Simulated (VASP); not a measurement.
The system is TiO2.

```xyz
3
Lattice="0.0000 2.3968 2.3968 2.3968 0.0000 2.3968 2.3968 2.3968 0.0000" Properties=species:S:1:pos:R:3 pbc="T T T"
Ti    0.0000    0.0000    0.0000
O     1.1984    1.1984    1.1984
O     3.5952    3.5952    3.5952
```

Base run:

- Program: VASP 6.6.1
- Functional: r2SCAN
- Potentials or basis: VASP PAW PBE potentials, release 64 (Ti_sv, O)
- Cutoff: 520 eV
- k mesh: 6 × 6 × 6
- Occupations: methfessel-paxton, width 0.001 eV
- Spin: no spin polarisation

Its results: band gap on the k mesh 1.54 eV, indirect (least direct gap 2.24 eV); pressure 1.5 GPa.

Q: The run is repeated on the same cell with these changes: occupations from methfessel-paxton, width 0.001 eV to fermi-dirac, width 0.5 eV. What comes out?

A: Band gap on the k mesh 1.73 eV, indirect (least direct gap 2.40 eV); pressure 3.7 GPa.

Caveats: the PAW data sets were made with another functional, which shifts forces and pressure a little.

A k mesh can miss the band edges.
